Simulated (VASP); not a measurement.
## Al3Pt: single point with PBE

The system is Al3Pt.

```
Al Pt
1.0
     4.13600    0.00000    0.00000
    -2.06800    3.58188    0.00000
     0.00000    0.00000   10.04604
Al Pt
6 2
Direct
  0.33333 0.66667 0.15883
  0.33333 0.66667 0.65883
  0.66667 0.33333 0.34117
  0.66667 0.33333 0.84117
  0.00000 0.00000 0.00000
  0.00000 0.00000 0.50000
  0.00000 0.00000 0.25000
  0.00000 0.00000 0.75000
```

* Program: VASP 6.6.1
* Task: single point
* Functional: PBE
* Potentials or basis: VASP PAW PBE potentials, release 64 (Al, Pt)
* Cutoff: 520 eV
* k mesh: 6 × 6 × 2
* Occupations: gaussian, width 0.2 eV
* Spin: no spin polarisation
* Dipole correction: no
* Further INCAR settings: ALGO = Normal; EDIFF = 1e-06; NBANDS = 29

```
Pressure               : -0.1 GPa
Largest force          : 0.063 eV/Å
Band gap on the k mesh : zero (band 19 reaches 9.23 eV, above the bottom of band 20 at 6.03 eV)
```

Forces on the atoms (eV/Å):
```
Al   0.000  0.000 -0.063
Al   0.000  0.000 -0.063
Al   0.000  0.000  0.063
Al   0.000  0.000  0.063
Al   0.000  0.000  0.000
Al   0.000  0.000  0.000
Pt   0.000  0.000  0.000
Pt   0.000  0.000  0.000
```

Stress tensor (GPa, compression positive):
```
 0.25  0.00  0.00
 0.00  0.25  0.00
 0.00  0.00 -0.86
```

Levels at points of the mesh, in eV from the Fermi level:
| k point | band 15 | band 16 | band 17 | band 18 | band 19 | band 20 | band 21 | band 22 | band 23 | band 24 |
| --- | --- | --- | --- | --- | --- | --- | --- | --- | --- | --- |
| (0.00, 0.00, 0.00) | -1.53 | 1.00 | 1.00 | 2.31 | 2.31 | 3.50 | 3.65 | 3.65 | 3.72 | 3.72 |
| (0.50, 0.00, 0.00) | -3.43 | -1.57 | -1.43 | -1.35 | -0.72 | -0.23 | 0.17 | 1.36 | 1.89 | 1.94 |
| (0.00, 0.00, 0.50) | 0.63 | 0.63 | 1.52 | 1.52 | 1.52 | 1.52 | 3.75 | 3.75 | 3.84 | 3.84 |
| (0.50, 0.00, 0.50) | -3.32 | -3.32 | -1.25 | -1.25 | -0.87 | -0.87 | 1.30 | 1.30 | 2.92 | 2.92 |

It took 54 s on 1 thread of Intel(R) Xeon(R) Platinum 8375C CPU @ 2.90GHz (Ice Lake), with other jobs on the host, peak memory 0.29 GiB.

Caveat: spin-orbit coupling is left out, which moves the levels of the heavy elements.
